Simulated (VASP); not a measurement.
# Si3N4 (Fd-3m) in VASP: further runs

Runs on Si3N4. Level: PBE. Tasks: relaxation of the atoms, relaxation of cell and atoms.

All numbers are computed with VASP 6.6.1; they aren't measurements. Logs are shortened: lines on timing, memory, paths and dates and some standing lists are left out, and cuts for length are marked.

**1. The cell of the first run**

Symmetry: Fd-3m, No. 227, cubic system. Conventional cell: a = 7.464 Å, b = 7.464 Å, c = 7.464 Å, α = 90.00°, β = 90.00°, γ = 90.00°. Within 2.4 Å of Si (site symmetry -3m) lie 6 N at 1.82 Å. Si (site symmetry -43m) has 4 N at 1.71 Å within 2.3 Å. N (site symmetry 3m) has 4 Si at 1.71 to 1.82 Å within 2.3 Å.

**2. Relaxation of the atoms, PBE (7.43 Å³/atom)**

The input, INCAR:

```
SYSTEM = Si3N4
PREC     = Accurate       ! precision mode
ENCUT    = 520            ! plane-wave cutoff, eV
EDIFF    = 1E-6           ! SCF threshold, eV
ISMEAR   = 0              ! smearing method
SIGMA    = 0.02           ! smearing width, eV
LREAL    = .FALSE.        ! projectors in reciprocal space
LASPH    = .TRUE.         ! aspherical terms in the spheres
NELM     = 100            ! most SCF steps
ALGO     = Normal         ! electronic algorithm
ISIF     = 2              ! what is computed and relaxed
LWAVE    = .FALSE.        ! write WAVECAR
LCHARG   = .FALSE.        ! write CHGCAR
GGA      = PE             ! functional
IBRION   = 2              ! ionic algorithm
NSW      = 50             ! ionic steps
EDIFFG   = -0.01          ! ionic threshold
```

The input, KPOINTS:

```
regular mesh
0
G
  6 6 6
  0 0 0
```

The input, POSCAR:

```
Si3N4
1.0
    0.0000000000      3.7321506024      3.7321506024
    3.7321506024      0.0000000000      3.7321506024
    3.7321506024      3.7321506024      0.0000000000
Si N
6 8
Direct
    0.1250000000      0.1250000000      0.6250000000
    0.1250000000      0.6250000000      0.1250000000
    0.6250000000      0.1250000000      0.1250000000
    0.1250000000      0.1250000000      0.1250000000
    0.7500000000      0.7500000000      0.7500000000
    0.5000000000      0.5000000000      0.5000000000
    0.3680177620      0.3680177620      0.3680177620
    0.3540532860      0.8819822380      0.8819822380
    0.8819822380      0.8819822380      0.3540532860
    0.8819822380      0.3540532860      0.8819822380
    0.3680177620      0.3680177620      0.8959467140
    0.3680177620      0.8959467140      0.3680177620
    0.8819822380      0.8819822380      0.8819822380
    0.8959467140      0.3680177620      0.3680177620
```

Potentials or basis: VASP PAW PBE potentials, release 64 (Si, N).

The run is started by

```
> cat potpaw_PBE.64/Si/POTCAR potpaw_PBE.64/N/POTCAR > POTCAR
> mpirun -np 1 vasp_std > vasp.out
```

OUTCAR:

```text
SYSTEM = Si3N4
   PREC = Accurate
   ENCUT = 520
   EDIFF = 1E-6
   ISMEAR = 0
   LREAL = .FALSE.
   LASPH = .TRUE.
   NELM = 100
   ISIF = 2
   GGA = PE
   IBRION = 2
   NSW = 50
   EDIFFG = -0.01

 ion  position               nearest neighbor table
   1  0.125  0.125  0.625-   7 1.82  13 1.82  10 1.82  12 1.82   8 1.82  14 1.82   4 2.64   2 2.64
                             3 2.64   4 2.64   2 2.64   3 2.64   6 3.09   5 3.09   5 3.09   6 3.09
   2  0.125  0.625  0.125-   7 1.82  13 1.82   9 1.82  11 1.82   8 1.82  14 1.82   4 2.64   1 2.64
                             1 2.64   3 2.64   4 2.64   3 2.64   6 3.09   5 3.09   5 3.09   6 3.09
   3  0.625  0.125  0.125-   7 1.82  13 1.82  10 1.82  11 1.82  12 1.82   9 1.82   4 2.64   1 2.64
                             2 2.64   1 2.64   2 2.64   4 2.64   6 3.09   5 3.09   6 3.09   5 3.09
   4  0.125  0.125  0.125-   8 1.82   9 1.82  10 1.82  11 1.82  12 1.82  14 1.82   1 2.64   2 2.64
                             3 2.64   1 2.64   2 2.64   3 2.64   5 3.09   6 3.09   5 3.09   6 3.09
   5  0.750  0.750  0.750-   8 1.71   9 1.71  10 1.71  13 1.71   2 3.09   3 3.09   1 3.09   4 3.09
                             3 3.09   2 3.09   1 3.09   3 3.09   4 3.09   1 3.09   2 3.09   4 3.09
   6  0.500  0.500  0.500-   7 1.71  11 1.71  12 1.71  14 1.71   4 3.09   1 3.09   2 3.09   3 3.09
                             1 3.09   2 3.09   4 3.09   1 3.09   3 3.09   4 3.09   2 3.09   3 3.09
   7  0.368  0.368  0.368-   6 1.71   2 1.82   3 1.82   1 1.82
   8  0.354  0.882  0.882-   5 1.71   4 1.82   1 1.82   2 1.82
   9  0.882  0.882  0.354-   5 1.71   4 1.82   2 1.82   3 1.82
  10  0.882  0.354  0.882-   5 1.71   4 1.82   1 1.82   3 1.82
  11  0.368  0.368  0.896-   6 1.71   4 1.82   2 1.82   3 1.82
  12  0.368  0.896  0.368-   6 1.71   4 1.82   1 1.82   3 1.82
  13  0.882  0.882  0.882-   5 1.71   2 1.82   3 1.82   1 1.82
  14  0.896  0.368  0.368-   6 1.71   4 1.82   1 1.82   2 1.82

  LATTYP: Found a face centered cubic cell.
 ALAT       =     7.4643012048

  Lattice vectors:

 A1 = (   0.0000000000,   3.7321506024,   3.7321506024)
 A2 = (   3.7321506024,   0.0000000000,   3.7321506024)
 A3 = (   3.7321506024,   3.7321506024,   0.0000000000)

Analysis of symmetry for initial positions (statically):
=====================================================================
 Subroutine PRICEL returns:
 Original cell was already a primitive cell.

 Routine SETGRP: Setting up the symmetry group for a
 face centered cubic supercell.

 Subroutine GETGRP returns: Found 48 space group operations
 (whereof 24 operations were pure point group operations)
 out of a pool of 48 trial point group operations.

The static configuration has the point symmetry T_d .
 The point group associated with its full space group is O_h .

Analysis of symmetry for dynamics (positions and initial velocities):
=====================================================================
 Subroutine PRICEL returns:
 Original cell was already a primitive cell.

 Routine SETGRP: Setting up the symmetry group for a
 face centered cubic supercell.

 Subroutine GETGRP returns: Found 48 space group operations
 (whereof 24 operations were pure point group operations)
 out of a pool of 48 trial point group operations.

The dynamic configuration has the point symmetry T_d .
 The point group associated with its full space group is O_h .

 Subroutine INISYM returns: Found 48 space group operations
 (whereof 24 operations are pure point group operations),
 and found     1 'primitive' translations

----------------------------------------------------------------------------------------

                                     Primitive cell

  volume of cell :     103.9699

  direct lattice vectors                    reciprocal lattice vectors
     0.000000000  3.732150602  3.732150602    -0.133971014  0.133971014  0.133971014
     3.732150602  0.000000000  3.732150602     0.133971014 -0.133971014  0.133971014
     3.732150602  3.732150602  0.000000000     0.133971014  0.133971014 -0.133971014

[... 45 lines left out ...]
   ISPIN  =      1    spin polarized calculation?
   LNONCOLLINEAR =      F non collinear calculations
   LSORBIT =      F    spin-orbit coupling
   LASPH  =      T    aspherical Exc in radial PAW
   ENCUT  =  520.0 eV  38.22 Ry    6.18 a.u.   9.81  9.81  9.81*2*pi/ulx,y,z
   NELM   =    100;   NELMIN=  2; NELMDL= -5     # of ELM steps
   EDIFF  = 0.1E-05   stopping-criterion for ELM
   LREAL  =      F    real-space projection
   EDIFFG = -.1E-01   stopping-criterion for IOM
   NSW    =     50    number of steps for IOM
   IBRION =      2    ionic relax: 0-MD 1-quasi-New 2-CG
   NFREE  =      1    steps in history (QN), initial steepest desc. (CG)
   ISIF   =      2    stress and relaxation
   ISYM   =      2    0-nonsym 1-usesym 2-fastsym
   POTIM  = 0.5000    time-step for ionic-motion
   TEBEG  =    0.0;   TEEND  =   0.0 temperature during run
   PSTRESS=    0.0 pullay stress
   NELECT =      64.0000    total number of electrons
   NUPDOWN=      -1.0000    fix difference up-down
   EMIN   =  10.00;   EMAX   =-10.00  energy-range for DOS
   EFERMI =   0.00;   METHOD = LEGACY
   ISMEAR =     0;   SIGMA  =   0.02  broadening in eV -4-tet -1-fermi 0-gaus
   EFERMI_NEDOS =   21; number of points for ismear=-14 and -15
   IALGO  =     38    algorithm
   IMIX   =      4    mixing-type and parameters
     AMIX     =   0.40;   BMIX     =  1.00
     AMIX_MAG =   1.60;   BMIX_MAG =  1.00
  volume/ion in A,a.u.               =       7.43        50.12
  Fermi-wavevector in a.u.,A,eV,Ry     =   1.392619  2.631668 26.386973  1.939388
  Thomas-Fermi vector in A             =   2.516344
   LORBIT       =      0    0 simple, 1 ext, 2 COOP (PROOUT), +10 PAW based schemes
   GGA     = PE    functional components
   LHFCALC =     F    Hartree Fock is set to
   AEXX    =    0.0000 exact exchange contribution
   IVDW    =     0    specifies the selected vdW correction
   LEPSILON=     F    determine dielectric tensor
   LRPA    =     F    only Hartree local field effects (RPA)
 conjugate gradient relaxation of ions
 non-spin polarized calculation
 Gauss-broadening in eV      SIGMA  =   0.02
  energy-cutoff  :      520.00
  volume of cell :      103.97
 maximum number of plane-waves:      2822
   NGX = 19   NGY = 19   NGZ = 19

--------------------------------------- Ionic step        1  -------------------------------------------

 number of electron      63.9999990 magnetization

 Free energy of the ion-electron system (eV)
  ---------------------------------------------------
  ext. energy  EPLUGINS =         0.00000000
  ---------------------------------------------------
  free energy    TOTEN  =      -110.55201588 eV

  energy without entropy =     -110.55201588  energy(sigma->0) =     -110.55201588

------------------------ aborting loop because EDIFF is reached ----------------------------------------

  FORCE on cell =-STRESS in cart. coord.  units (eV):
  Direction    XX          YY          ZZ          XY          YZ          ZX
  --------------------------------------------------------------------------------------
  -------------------------------------------------------------------------------------
  Total       31.5424607     31.5424607     31.5424607      0.0000000     -0.0000000     -0.0000000
  in kB      486.0698419    486.0698419    486.0698419      0.0000000     -0.0000000     -0.0000000
  external PRESSURE =     486.0698419 kB  Pullay stress =       0.0000000 kB
[... 81 lines left out ...]
  energy  without entropy=     -110.5488201840  energy(sigma->0) =     -110.54882018

--------------------------------------- Ionic step        3  -------------------------------------------

 number of electron      63.9999990 magnetization

 Free energy of the ion-electron system (eV)
  ---------------------------------------------------
  ext. energy  EPLUGINS =         0.00000000
  ---------------------------------------------------
  free energy    TOTEN  =      -110.55298192 eV

  energy without entropy =     -110.55298192  energy(sigma->0) =     -110.55298192

 E-fermi :  11.0102     XC(G=0): -12.8400

 val. band max:       10.8631621498   @ k =   0.0000   0.0000   0.0000
 cond. band min:      14.7098045797   @ k =   0.0000   0.0000   0.0000
 fundamental gap:      3.8466424299
 Fermi energy:        11.0102376221

 k-point     1 :       0.0000    0.0000    0.0000
  band No.  band energies     occupation
      1      -9.2153      2.00000
      2      -5.4292      2.00000
      3      -4.4234      2.00000
      4      -4.4234      2.00000
      5      -4.4234      2.00000
      6      -3.2430      2.00000
[... 718 lines left out ...]
  FREE ENERGIE OF THE ION-ELECTRON SYSTEM (eV)
  ---------------------------------------------------
  free  energy   TOTEN  =      -110.5529819205 eV

  energy  without entropy=     -110.5529819205  energy(sigma->0) =     -110.55298192

 reached required accuracy - stopping structural energy minimisation
```

Run time: 3.5 min. Hardware: 1 thread of Intel Xeon Platinum 8259CL at 2.50GHz (Skylake/Cascade Lake), shared host; peak memory 0.25 GiB.

Results:

```yaml
Free_energy: -110.5530 eV
Energy_gained_by_relaxing: 0.1 meV/atom
Ionic_steps: 3
Pressure_after_relaxing: 48.5 GPa
Band_gap_on_the_k_mesh: 3.85 eV
```

Step by step:
```tsv
step	energy change (eV)	largest force (eV/Å)	pressure (GPa)
1	0.0000	0.1242	48.61
2	0.0032	0.2575	48.37
3	-0.0010	0.0000	48.52
```

Final structure:
```yaml
crystal:
  lattice:
    - [0.00000, 3.73215, 3.73215]
    - [3.73215, 0.00000, 3.73215]
    - [3.73215, 3.73215, 0.00000]
  atoms:
    - { symbol: Si, position: [0.12500, 0.12500, 0.62500] }
    - { symbol: Si, position: [0.12500, 0.62500, 0.12500] }
    - { symbol: Si, position: [0.62500, 0.12500, 0.12500] }
    - { symbol: Si, position: [0.12500, 0.12500, 0.12500] }
    - { symbol: Si, position: [0.75000, 0.75000, 0.75000] }
    - { symbol: Si, position: [0.50000, 0.50000, 0.50000] }
    - { symbol: N, position: [0.36817, 0.36817, 0.36817] }
    - { symbol: N, position: [0.35451, 0.88183, 0.88183] }
    - { symbol: N, position: [0.88183, 0.88183, 0.35451] }
    - { symbol: N, position: [0.88183, 0.35451, 0.88183] }
    - { symbol: N, position: [0.36817, 0.36817, 0.89549] }
    - { symbol: N, position: [0.36817, 0.89549, 0.36817] }
    - { symbol: N, position: [0.88183, 0.88183, 0.88183] }
    - { symbol: N, position: [0.89549, 0.36817, 0.36817] }
```

Levels at points of the mesh, in eV from the valence-band top:
| k point | band 30 | band 31 | band 32 | band 33 | band 34 | band 35 |
| --- | --- | --- | --- | --- | --- | --- |
| (0.00, 0.00, 0.00) | 0.00 | 0.00 | 0.00 | 3.85 | 3.85 | 3.85 |
| (0.50, 0.00, 0.00) | -0.50 | -0.46 | -0.46 | 5.47 | 6.15 | 6.15 |
| (0.50, 0.50, 0.00) | -1.26 | -0.59 | -0.59 | 7.23 | 7.23 | 7.56 |

A k mesh can miss the band edges.

**3. Relaxation of cell and atoms, PBE**

This run uses another cell than the first one, of 8.43 Å³/atom.

The input, INCAR:

```
PREC = Accurate
ENCUT = 600
EDIFF = 1E-7
ISMEAR = 0
SIGMA = 0.02
LREAL = F
LASPH = T
NELM = 100
ALGO = Normal
ISIF = 3
LWAVE = F
LCHARG = F
GGA = PE
IBRION = 2
NSW = 100
EDIFFG = -0.005
```

The input, KPOINTS:

```
regular mesh
0
Gamma
  6 6 6
```

The input, POSCAR:

```
Si3N4
1.0
    0.0000000000      3.8937180000      3.8937180000
    3.8937180000      0.0000000000      3.8937180000
    3.8937180000      3.8937180000      0.0000000000
Si N
6 8
Direct
    0.1250000000      0.1250000000      0.6250000000
    0.1250000000      0.6250000000      0.1250000000
    0.6250000000      0.1250000000      0.1250000000
    0.1250000000      0.1250000000      0.1250000000
    0.7500000000      0.7500000000      0.7500000000
    0.5000000000      0.5000000000      0.5000000000
    0.3675630000      0.3675630000      0.3675630000
    0.3526890000      0.8824370000      0.8824370000
    0.8824370000      0.8824370000      0.3526890000
    0.8824370000      0.3526890000      0.8824370000
    0.3675630000      0.3675630000      0.8973110000
    0.3675630000      0.8973110000      0.3675630000
    0.8824370000      0.8824370000      0.8824370000
    0.8973110000      0.3675630000      0.3675630000
```

Potentials or basis: VASP PAW PBE potentials, release 64 (Si, N).

The run is started by

```
> cat potpaw_PBE.64/Si/POTCAR potpaw_PBE.64/N/POTCAR > POTCAR
> mpirun -np 1 vasp_std > vasp.out
```

It took 4.4 min on 1 thread of Intel Xeon 8259CL, shared host; peak memory 0.35 GiB.

Results (log left out):

```yaml
Free_energy: -112.4971 eV
Relaxed_volume: 8.43 Å³/atom
Relaxed_cell: a = 5.506 Å, b = 5.506 Å, c = 5.506 Å, α = 60.00°, β = 60.00°, γ = 60.00°
Space_group_after_relaxing_to_0.1_Å: Fd-3m (No. 227)
Energy_gained_by_relaxing: 0.0 meV/atom
Ionic_steps: 3
Pressure_after_relaxing: 0.0 GPa
Band_gap_on_the_k_mesh: 3.34 eV (least direct gap 3.38 eV)
```

Final structure:
```
CELL_PARAMETERS angstrom
0.00000 3.89320 3.89320
3.89320 0.00000 3.89320
3.89320 3.89320 0.00000
ATOMIC_POSITIONS crystal
Si 0.12500 0.12500 0.62500
Si 0.12500 0.62500 0.12500
Si 0.62500 0.12500 0.12500
Si 0.12500 0.12500 0.12500
Si 0.75000 0.75000 0.75000
Si 0.50000 0.50000 0.50000
N 0.36756 0.36756 0.36756
N 0.35267 0.88244 0.88244
N 0.88244 0.88244 0.35267
N 0.88244 0.35267 0.88244
N 0.36756 0.36756 0.89733
N 0.36756 0.89733 0.36756
N 0.88244 0.88244 0.88244
N 0.89733 0.36756 0.36756
```

Levels at points of the mesh, in eV from the valence-band top:
```tsv
k point	band 30	band 31	band 32	band 33	band 34	band 35
(0.00, 0.00, 0.00)	-0.04	-0.04	-0.04	3.34	3.34	3.34
(0.50, 0.00, 0.00)	-0.47	-0.34	-0.34	4.92	5.76	5.76
(0.50, 0.50, 0.00)	-1.10	-0.43	-0.43	6.63	6.63	6.94
```

A k mesh can miss the band edges.

**4. Relaxation of the atoms, PBE (8.19 Å³/atom)**

This run uses another cell than the first one, of 8.19 Å³/atom.

The input, INCAR:

```
  PREC = Accurate
  ENCUT = 520
  EDIFF = 1E-6
  ISMEAR = 0
  SIGMA = 0.02
  LREAL = False
  LASPH = True
  NELM = 100
  ALGO = Normal
  ISIF = 2
  LWAVE = False
  LCHARG = False
  GGA = PE
  IBRION = 2
  NSW = 50
  EDIFFG = -0.01
```

The input, KPOINTS:

```
Automatic mesh
0
Gamma
  6 6 6
```

The input, POSCAR:

```
Si3N4
1.0
    0.0000000000      3.8552763524      3.8552763524
    3.8552763524      0.0000000000      3.8552763524
    3.8552763524      3.8552763524      0.0000000000
Si N
6 8
Direct
    0.1250000000      0.1250000000      0.6250000000
    0.1250000000      0.6250000000      0.1250000000
    0.6250000000      0.1250000000      0.1250000000
    0.1250000000      0.1250000000      0.1250000000
    0.7500000000      0.7500000000      0.7500000000
    0.5000000000      0.5000000000      0.5000000000
    0.3675422895      0.3675422895      0.3675422895
    0.3526268684      0.8824577105      0.8824577105
    0.8824577105      0.8824577105      0.3526268684
    0.8824577105      0.3526268684      0.8824577105
    0.3675422895      0.3675422895      0.8973731316
    0.3675422895      0.8973731316      0.3675422895
    0.8824577105      0.8824577105      0.8824577105
    0.8973731316      0.3675422895      0.3675422895
```

The run is started by

```
> cat potpaw_PBE.64/Si/POTCAR potpaw_PBE.64/N/POTCAR > POTCAR
> mpirun -np 1 vasp_std > vasp.out
```

Wall time 2.6 min (1 thread of Intel Xeon Platinum 8259CL at 2.50GHz (Skylake/Cascade Lake), shared host); peak memory 0.28 GiB.

It converged, with:

- Free energy: -112.3825 eV
- Energy gained by relaxing: 0.1 meV/atom
- Ionic steps: 3
- Pressure after relaxing: 9.3 GPa
- Band gap on the k mesh: 3.45 eV (least direct gap 3.48 eV)

Step by step:
```
step  energy change (eV)  largest force (eV/Å)  pressure (GPa)
   1              0.0000                0.1182            9.41
   2              0.0010                0.1615            9.19
   3             -0.0011                0.0002            9.31
```

Final structure:
```cif
data_structure
_symmetry_space_group_name_H-M 'P 1'
_symmetry_Int_Tables_number 1
_cell_length_a 5.4522
_cell_length_b 5.4522
_cell_length_c 5.4522
_cell_angle_alpha 60.000
_cell_angle_beta 60.000
_cell_angle_gamma 60.000
_cell_volume 114.60
loop_
_atom_site_label
_atom_site_type_symbol
_atom_site_fract_x
_atom_site_fract_y
_atom_site_fract_z
_atom_site_occupancy
Si1 Si 0.12500 0.12500 0.62500 1
Si2 Si 0.12500 0.62500 0.12500 1
Si3 Si 0.62500 0.12500 0.12500 1
Si4 Si 0.12500 0.12500 0.12500 1
Si5 Si 0.75000 0.75000 0.75000 1
Si6 Si 0.50000 0.50000 0.50000 1
N1 N 0.36772 0.36772 0.36772 1
N2 N 0.35317 0.88228 0.88228 1
N3 N 0.88228 0.88228 0.35317 1
N4 N 0.88228 0.35317 0.88228 1
N5 N 0.36772 0.36772 0.89683 1
N6 N 0.36772 0.89683 0.36772 1
N7 N 0.88228 0.88228 0.88228 1
N8 N 0.89683 0.36772 0.36772 1
```

Levels at points of the mesh, in eV from the valence-band top:
```tsv
k point	band 30	band 31	band 32	band 33	band 34	band 35
(0.00, 0.00, 0.00)	-0.03	-0.03	-0.03	3.45	3.45	3.45
(0.50, 0.00, 0.00)	-0.48	-0.36	-0.36	5.06	5.85	5.85
(0.50, 0.50, 0.00)	-1.14	-0.46	-0.46	6.78	6.78	7.09
```

A k mesh can miss the band edges.

**5. Overview**

```tsv
task	cell	cutoff (eV)	gap on the mesh (eV)	pressure (GPa)
relaxation of the atoms	atoms relaxed from a = 5.278 Å, angles 60.0°, 14 atoms, atomic positions A	520	3.85	48.5
relaxation of cell and atoms	relaxed from a = 5.507 Å, angles 60.0°, 14 atoms, atomic positions B	600	3.34	0.0
relaxation of the atoms	atoms relaxed from a = 5.452 Å, angles 60.0°, 14 atoms, atomic positions B	520	3.45	9.3
```

Alike in all rows: level PBE; potentials or basis VASP PAW PBE potentials, release 64 (Si, N); no spin polarisation; k mesh 6 × 6 × 6; smearing gaussian 0.02 eV.

Total energies depend on the potentials used, so only differences within one code and one set of settings carry meaning.
